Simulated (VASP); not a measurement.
A run of VASP 6.6.1 is set up as follows.

File INCAR:

```
SYSTEM = Hf2BeCN2
PREC = Accurate
ENCUT = 520
EDIFF = 1E-6
ISMEAR = 0
SIGMA = 0.1
LREAL = .FALSE.
LASPH = .TRUE.
NELM = 60
ALGO = Normal
ISIF = 2
LWAVE = .FALSE.
LCHARG = .FALSE.
GGA = PE
NBANDS = 27
```

File KPOINTS:

```
Automatic mesh
0
G
  6 6 4
  0 0 0
```

POSCAR

```
Hf2BeCN2
1.0
    3.4514476600      0.0000000000      0.0000000000
    0.0000000000      3.4514476600      0.0000000000
    0.0000000000      0.0000000000      6.1027106400
Hf Be C N
2 1 1 2
Direct
    0.0000000000      0.0000000000      0.2425250000
    0.0000000000      0.0000000000      0.7574750000
    0.5000000000      0.5000000000      0.0000000000
    0.5000000000      0.5000000000      0.5000000000
    0.0000000000      0.5000000000      0.0000000000
    0.5000000000      0.0000000000      0.0000000000
```

Potentials or basis: VASP PAW PBE potentials, release 64 (Hf_pv, Be, C, N).

Launch:

```sh
$ cat potpaw_PBE.64/Hf_pv/POTCAR potpaw_PBE.64/Be/POTCAR potpaw_PBE.64/C/POTCAR potpaw_PBE.64/N/POTCAR > POTCAR
$ mpirun -np 1 vasp_std > vasp.out
```

(1) Predict the largest force.

(2) Estimate the pressure.

(3) What does it give for the band gap on the k mesh?

Results:

(1) 0.515 eV/Å.

(2) -15.0 GPa.

(3) zero (bands 18 and 19 overlap by 0.61 eV).

Caveat: the cell stands under tension; spin-orbit coupling is left out, which moves the levels of the heavy elements.
